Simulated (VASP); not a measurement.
Wanted: the native input for a VASP 6.6.1 run.

* Task: single point
* Functional: PBEsol
* Potentials or basis: VASP PAW PBE potentials, release 64 (Ta_pv, K_sv, O)
* Cutoff: 520 eV
* k mesh: 6 × 6 × 6
* Occupations: fermi-dirac, width 0.05 eV
* Spin: no spin polarisation
* Dipole correction: no
* Further INCAR settings: ALGO = Normal; EDIFF = 1e-06; NBANDS = 27

The structure of KTaO3 lies in POSCAR:

```
KTaO3
1.0
    3.9085340000      0.0000000000      0.0000000000
    0.0000000000      3.9085340000      0.0000000000
    0.0000000000      0.0000000000      3.9883000000
Ta K O
1 1 3
Direct
    0.0000000000      0.0000000000      0.0000000000
    0.5000000000      0.5000000000      0.5000000000
    0.0000000000      0.0000000000      0.5000000000
    0.0000000000      0.5000000000      0.0000000000
    0.5000000000      0.0000000000      0.0000000000
```

One way to write it, as run:

INCAR

```
ALGO = Normal
EDIFF = 1E-6
ENCUT = 520
GGA = PS
ISIF = 2
ISMEAR = -1
LASPH = True
LCHARG = False
LREAL = False
LWAVE = False
NBANDS = 27
NELM = 100
PREC = Accurate
SIGMA = 0.05
```

KPOINTS

```
k-points
0
Gamma
  6 6 6
```

Potentials or basis: VASP PAW PBE potentials, release 64 (Ta_pv, K_sv, O).

Command:

```sh
$ cat potpaw_PBE.64/Ta_pv/POTCAR potpaw_PBE.64/K_sv/POTCAR potpaw_PBE.64/O/POTCAR > POTCAR
$ mpirun -np 1 vasp_std > vasp.out
```

Results of the run:

* Pressure: 9.5 GPa
* Band gap on the k mesh: 2.14 eV, indirect (least direct gap 2.74 eV)

Caveat: the PAW data sets were made with another functional, which shifts forces and pressure a little; spin-orbit coupling is left out, which moves the levels of the heavy elements.

It took 40 s on 1 thread of Intel(R) Xeon(R) 6975P-C (Granite Rapids), on a shared host, peak memory 0.2 GiB.
